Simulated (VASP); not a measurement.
# Ir (P6_3/mmc) in VASP: further runs

Runs on Ir. Level: PBE. Tasks: single point.

Everything below comes from runs of VASP 6.6.1. Logs are shortened: lines on timing, memory, paths and dates and some standing lists are left out, and cuts for length are marked.

## 1. The cell of the first run

Symmetry: P6_3/mmc, No. 194, hexagonal system. Conventional cell: a = 2.751 Å, b = 2.751 Å, c = 4.462 Å, α = 90.00°, β = 90.00°, γ = 120.00°. Within 3.6 Å of Ir (site symmetry -6m2) lie 12 Ir at 2.74 to 2.75 Å.

## 2. Single point, PBE, non-collinear spin, zero start, spin-orbit coupling

File INCAR:

```
  ALGO = Fast
  EDIFF = 1E-6
  ENCUT = 520
  GGA = PE
  GGA_COMPAT = F
  ISIF = 2
  ISMEAR = 0
  LASPH = T
  LCHARG = F
  LMAXMIX = 4
  LORBIT = 11
  LORBMOM = T
  LREAL = F
  LSORBIT = T
  LWAVE = F
  MAGMOM = 0 0 0 0 0 0
  NBANDS = 30
  NELM = 150
  PREC = Accurate
  SIGMA = 0.025
```

File KPOINTS:

```
k-points
0
Gamma
  9 9 5
```

File POSCAR:

```
Ir
1.0
    2.7513778946      0.0000000000      0.0000000000
   -1.3756889473      2.3827631521      0.0000000000
    0.0000000000      0.0000000000      4.4622900000
Ir
2
Direct
    0.3333333333      0.6666666667      0.2500000000
    0.6666666667      0.3333333333      0.7500000000
```

Potentials or basis: VASP PAW PBE potentials, release 64 (Ir).

Launch:

```console
> cat potpaw_PBE.64/Ir/POTCAR > POTCAR
> mpirun -np 1 vasp_ncl > vasp.out
```

OUTCAR:

```text
EDIFF = 1E-6
   ENCUT = 520
   GGA = PE
   ISIF = 2
   ISMEAR = 0
   LASPH = T
   LORBIT = 11
   LREAL = F
   LSORBIT = T
   NELM = 150
   PREC = Accurate

 ion  position               nearest neighbor table
   1  0.333  0.667  0.250-   2 2.74   2 2.74   2 2.74   2 2.74   2 2.74   2 2.74
   2  0.667  0.333  0.750-   1 2.74   1 2.74   1 2.74   1 2.74   1 2.74   1 2.74

  LATTYP: Found a hexagonal cell.
 ALAT       =     2.7513778946
 C/A-ratio  =     1.6218382828

  Lattice vectors:

 A1 = (   2.7513778946,   0.0000000000,   0.0000000000)
 A2 = (  -1.3756889473,   2.3827631521,   0.0000000000)
 A3 = (   0.0000000000,   0.0000000000,   4.4622900000)

Analysis of symmetry for initial positions (statically):
=====================================================================
 Subroutine PRICEL returns:
 Original cell was already a primitive cell.

 Routine SETGRP: Setting up the symmetry group for a
 hexagonal supercell.

 Subroutine GETGRP returns: Found 24 space group operations
 (whereof 12 operations were pure point group operations)
 out of a pool of 24 trial point group operations.

The static configuration has the point symmetry D_3d.
 The point group associated with its full space group is D_6h.

Analysis of symmetry for dynamics (positions and initial velocities):
=====================================================================
 Subroutine PRICEL returns:
 Original cell was already a primitive cell.

 Routine SETGRP: Setting up the symmetry group for a
 hexagonal supercell.

 Subroutine GETGRP returns: Found 24 space group operations
 (whereof 12 operations were pure point group operations)
 out of a pool of 24 trial point group operations.

The dynamic configuration has the point symmetry D_3d.
 The point group associated with its full space group is D_6h.

Analysis of structural, dynamic, and magnetic symmetry:
=====================================================================
 Subroutine PRICEL returns:
 Original cell was already a primitive cell.

 Routine SETGRP: Setting up the symmetry group for a
 hexagonal supercell.

 Subroutine GETGRP returns: Found 24 space group operations
 (whereof 12 operations were pure point group operations)
 out of a pool of 24 trial point group operations.

The overall configuration has the point symmetry D_3d.
 The point group associated with its full space group is D_6h.

 Subroutine INISYM returns: Found 24 space group operations
 (whereof 12 operations are pure point group operations),
 and found     1 'primitive' translations

----------------------------------------------------------------------------------------

                                     Primitive cell

  volume of cell :      29.2542

  direct lattice vectors                    reciprocal lattice vectors
     2.751377895  0.000000000  0.000000000     0.363454254  0.209840411  0.000000000
    -1.375688947  2.382763152  0.000000000     0.000000000  0.419680823  0.000000000
     0.000000000  0.000000000  4.462290000     0.000000000  0.000000000  0.224100182

  length of vectors
     2.751377895  2.751377895  4.462290000     0.419680823  0.419680823  0.224100182

  position of ions in fractional coordinates (direct lattice)
     0.333333333  0.666666667  0.250000000
     0.666666667  0.333333333  0.750000000

  ion indices of the primitive-cell ions
   primitive index   ion index
                 1           1
                 2           2

----------------------------------------------------------------------------------------

 KPOINTS: k-points

Automatic generation of k-mesh.
 Grid dimensions read from file:
 generate k-points for:    9    9    5

 Generating k-lattice:

[... 100 lines left out ...]

 number of electron      18.0000000 magnetization       0.0000000     -0.0000000     -0.0000000

 number of electron      18.0000000 magnetization       0.0000000      0.0000000     -0.0000000

 number of electron      18.0000000 magnetization       0.0000000      0.0000000      0.0000000

 Free energy of the ion-electron system (eV)
  ---------------------------------------------------
  ext. energy  EPLUGINS =         0.00000000
  ---------------------------------------------------
  free energy    TOTEN  =       -18.32302978 eV

  energy without entropy =      -18.32218831  energy(sigma->0) =      -18.32260905

 E-fermi :   9.9006     XC(G=0): -13.7901

 val. band max:        9.8752212833   @ k =   0.0000   0.0000   0.0000
 cond. band min:       9.9034110774   @ k =   0.3333  -0.0000   0.4000
 fundamental gap:      0.0281897941
 Fermi energy:         9.9005948509

 k-point     1 :       0.0000    0.0000    0.0000
  band No.  band energies     occupation
      1      -0.9235      1.00000
      2      -0.9235      1.00000
      3       2.0876      1.00000
      4       2.0876      1.00000
      5       5.7926      1.00000
      6       5.7926      1.00000
[... 781 lines left out ...]
     29      20.8733      0.00000
     30      20.8733      0.00000

 [... further k-points ...]

------------------------ aborting loop because EDIFF is reached ----------------------------------------

  FORCE on cell =-STRESS in cart. coord.  units (eV):
  Direction    XX          YY          ZZ          XY          YZ          ZX
  --------------------------------------------------------------------------------------
  -------------------------------------------------------------------------------------
  Total        0.0011730      0.0011730     -0.0047017      0.0000000      0.0000000     -0.0000000
  in kB        0.0642416      0.0642416     -0.2574977      0.0000000      0.0000000     -0.0000000
  external PRESSURE =      -0.0430048 kB  Pullay stress =       0.0000000 kB

 VOLUME and BASIS-vectors are now :
 -----------------------------------------------------------------------------
  energy-cutoff  :      520.00
  volume of cell :       29.25
      direct lattice vectors                 reciprocal lattice vectors
     2.751377895  0.000000000  0.000000000     0.363454254  0.209840411  0.000000000
    -1.375688947  2.382763152  0.000000000     0.000000000  0.419680823  0.000000000
     0.000000000  0.000000000  4.462290000     0.000000000  0.000000000  0.224100182

 POSITION                                       TOTAL-FORCE (eV/Angst)
 -----------------------------------------------------------------------------------
     -0.00000      1.58851      1.11557         0.000000      0.000000      0.000000
      1.37569      0.79425      3.34672        -0.000000      0.000000      0.000000
 -----------------------------------------------------------------------------------
    total drift:                                0.000000     -0.000000      0.000000

  FREE ENERGIE OF THE ION-ELECTRON SYSTEM (eV)
  ---------------------------------------------------
  free  energy   TOTEN  =       -18.3230297849 eV

  energy  without entropy=      -18.3221883129  energy(sigma->0) =      -18.32260905

 orbital moment (x)

 # of ion     p       d       tot
 ----------------------------------------
  1         0.000   0.000   0.000
  2         0.000  -0.000  -0.000
 ----------------------------------------
            0.000   0.000   0.000

 orbital moment (y)

 # of ion     p       d       tot
 ----------------------------------------
  1         0.000   0.000   0.000
  2        -0.000   0.000  -0.000
 ----------------------------------------
           -0.000   0.000   0.000

 orbital moment (z)

 # of ion     p       d       tot
 ----------------------------------------
  1        -0.000   0.000  -0.000
  2        -0.000   0.000  -0.000
 ----------------------------------------
           -0.000   0.000  -0.000

 Spin-Orbit-Coupling matrix elements

 Ion:    1  E_soc:     -0.7786440
 l=   1
     0.0000000    -0.0375189    -0.0373416
    -0.0375189     0.0000000    -0.0375189
    -0.0373416    -0.0375189     0.0000000
 l=   2
     0.0000000    -0.0194001     0.0000000    -0.0194001    -0.0705428
    -0.0194001     0.0000000    -0.0541394    -0.0205207    -0.0194001
     0.0000000    -0.0541394     0.0000000    -0.0541394     0.0000000
    -0.0194001    -0.0205207    -0.0541394     0.0000000    -0.0194001
    -0.0705428    -0.0194001     0.0000000    -0.0194001     0.0000000
 l=   3
     0.0000000     0.0000000     0.0000000     0.0000000     0.0000000     0.0000000     0.0000000
     0.0000000     0.0000000     0.0000000     0.0000000     0.0000000     0.0000000     0.0000000
     0.0000000     0.0000000     0.0000000     0.0000000     0.0000000     0.0000000     0.0000000
     0.0000000     0.0000000     0.0000000     0.0000000     0.0000000     0.0000000     0.0000000
     0.0000000     0.0000000     0.0000000     0.0000000     0.0000000     0.0000000     0.0000000
     0.0000000     0.0000000     0.0000000     0.0000000     0.0000000     0.0000000     0.0000000
     0.0000000     0.0000000     0.0000000     0.0000000     0.0000000     0.0000000     0.0000000

 Ion:    2  E_soc:     -0.7786440
 l=   1
     0.0000000    -0.0375189    -0.0373416
    -0.0375189     0.0000000    -0.0375189
    -0.0373416    -0.0375189     0.0000000
 l=   2
     0.0000000    -0.0194001     0.0000000    -0.0194001    -0.0705428
    -0.0194001     0.0000000    -0.0541394    -0.0205207    -0.0194001
     0.0000000    -0.0541394     0.0000000    -0.0541394     0.0000000
    -0.0194001    -0.0205207    -0.0541394     0.0000000    -0.0194001
    -0.0705428    -0.0194001     0.0000000    -0.0194001     0.0000000
 l=   3
     0.0000000     0.0000000     0.0000000     0.0000000     0.0000000     0.0000000     0.0000000
     0.0000000     0.0000000     0.0000000     0.0000000     0.0000000     0.0000000     0.0000000
     0.0000000     0.0000000     0.0000000     0.0000000     0.0000000     0.0000000     0.0000000
     0.0000000     0.0000000     0.0000000     0.0000000     0.0000000     0.0000000     0.0000000
     0.0000000     0.0000000     0.0000000     0.0000000     0.0000000     0.0000000     0.0000000
     0.0000000     0.0000000     0.0000000     0.0000000     0.0000000     0.0000000     0.0000000
     0.0000000     0.0000000     0.0000000     0.0000000     0.0000000     0.0000000     0.0000000

 total charge

# of ion       s       p       d       tot
------------------------------------------
    1        0.653   0.716   6.925   8.293
    2        0.653   0.716   6.925   8.293
--------------------------------------------------
tot          1.305   1.431  13.849  16.585

 magnetization (x)

# of ion       s       p       d       tot
------------------------------------------
    1        0.000   0.000   0.000   0.000
    2        0.000   0.000   0.000   0.000
--------------------------------------------------
tot          0.000   0.000   0.000   0.000

 magnetization (y)

# of ion       s       p       d       tot
------------------------------------------
    1        0.000   0.000   0.000   0.000
    2        0.000   0.000   0.000   0.000
--------------------------------------------------
tot          0.000   0.000   0.000   0.000

 magnetization (z)

# of ion       s       p       d       tot
------------------------------------------
    1        0.000   0.000   0.000   0.000
    2        0.000   0.000   0.000   0.000
--------------------------------------------------
tot          0.000   0.000   0.000   0.000
```

It took 36 s on 1 thread of Intel Xeon 6975P-C (Granite Rapids), shared host; peak memory 0.21 GiB.

What came out:

* Free energy: -18.3230 eV
* Pressure: 0.0 GPa
* Net moment: 0.00 μB per cell
* Valence electrons inside the program's atomic spheres: Ir 8.29

Moments on the atoms (μB; x, y, z):
```
Ir  0.00 0.00 0.00
Ir  0.00 0.00 0.00
```

## 3. Single point, PBE, non-collinear spin, zero start, spin-orbit coupling

File INCAR:

```
SYSTEM = Ir
PREC = Accurate ; ENCUT = 520
EDIFF = 1E-6 ; ISMEAR = 0
SIGMA = 0.01 ; LREAL = .False.
LASPH = .True. ; NELM = 150
ALGO = Fast ; ISIF = 2
LWAVE = .False. ; LCHARG = .True.
MAGMOM = 0 0 0 0 0 0 ; LORBIT = 11
LSORBIT = .True. ; GGA_COMPAT = .False.
LORBMOM = .True. ; LMAXMIX = 4
GGA = PE ; LVHAR = .True.
NBANDS = 30
```

File KPOINTS:

```
Automatic mesh
0
Gamma
  9 9 5
  0 0 0
```

POSCAR is that of step 2.

Potentials or basis: VASP PAW PBE potentials, release 64 (Ir).

Launch:

```console
> cat potpaw_PBE.64/Ir/POTCAR > POTCAR
> mpirun -np 1 vasp_ncl > vasp.out
```

Run time: 35 s. Hardware: 1 thread of Intel Xeon 6975P-C (Granite Rapids), shared host; peak memory 0.21 GiB.

Results (log left out):

- Free energy: -18.3226 eV
- Pressure: 0.0 GPa
- Net moment: 0.00 μB per cell
- Valence electrons inside the program's atomic spheres: Ir 8.29

Moments on the atoms (μB; x, y, z):
```
Ir  0.00 0.00 0.00
Ir  0.00 0.00 0.00
```

## 4. Single point, PBE, non-collinear spin, zero start, spin-orbit coupling

File INCAR:

```
PREC = Accurate ; ENCUT = 520
EDIFF = 1E-7 ; ISMEAR = 0
SIGMA = 0.005 ; LREAL = False
LASPH = True ; NELM = 150
ALGO = Normal ; ISIF = 2
LWAVE = False ; LCHARG = False
LNONCOLLINEAR = True ; MAGMOM = 0 0 0 0 0 0
LORBIT = 11 ; LSORBIT = True
GGA_COMPAT = False ; LORBMOM = True
LMAXMIX = 4 ; GGA = PE
NBANDS = 30
```

File KPOINTS:

```
regular mesh
0
Gamma
  9 9 5
```

POSCAR is that of step 3.

Launch:

```console
> cat potpaw_PBE.64/Ir/POTCAR > POTCAR
> mpirun -np 1 vasp_ncl > vasp.out
```

Run time: 28 s. Hardware: 1 thread of Intel Xeon 6975P-C (Granite Rapids), shared host; peak memory 0.22 GiB.

Results (log left out):

```yaml
Free_energy: -18.3225 eV
Pressure: 0.0 GPa
Net_moment: 0.00 μB per cell
Valence_electrons_inside_the_program's_atomic_spheres: Ir 8.29
```

Moments on the atoms (μB; x, y, z):
```
Ir  0.00 0.00 0.00
Ir  0.00 0.00 0.00
```

## 5. Single point, PBE

This run uses another cell than the first one, of 14.04 Å³/atom, 0.960 times its volume.

File INCAR:

```
  PREC = Accurate
  ENCUT = 520
  EDIFF = 1E-6
  ISMEAR = -1
  SIGMA = 0.05
  LREAL = False
  LASPH = True
  NELM = 100
  ALGO = Fast
  ISIF = 2
  LWAVE = False
  LCHARG = False
  GGA = PE
  NBANDS = 16
```

KPOINTS is that of step 4.

POSCAR, as its differences from that of step 4:

```diff
@@ -4,3 +4,3 @@
    -1.3756889473      2.3827631521      0.0000000000
-    0.0000000000      0.0000000000      4.4622900000
+    0.0000000000      0.0000000000      4.2837984000
 Ir
```

Launch:

```console
> cat potpaw_PBE.64/Ir/POTCAR > POTCAR
> mpirun -np 1 vasp_std > vasp.out
```

It took 8.7 s on 1 thread of Intel Xeon 6975P-C (Granite Rapids), shared host; peak memory 0.14 GiB.

It converged, with:

| Item | Value |
| --- | --- |
| Free energy | -17.4533 eV |
| Pressure | 15.6 GPa |
| Band gap on the k mesh | zero (band 9 reaches 11.43 eV, above the bottom of band 10 at 8.61 eV) |

Stress tensor (GPa, compression positive):
```
 8.64  0.00  0.00
 0.00  8.64  0.00
 0.00  0.00 29.62
```

Levels at points of the mesh, in eV from the Fermi level:
```csv
k point,band 7,band 8,band 9,band 10,band 11,band 12
"(0.00, 0.00, 0.00)",-3.19,-2.79,-2.79,-0.44,0.24,0.24
```

Caveat: spin-orbit coupling is left out, which moves the levels of the heavy elements.

(Continued in part 2 of 2.)
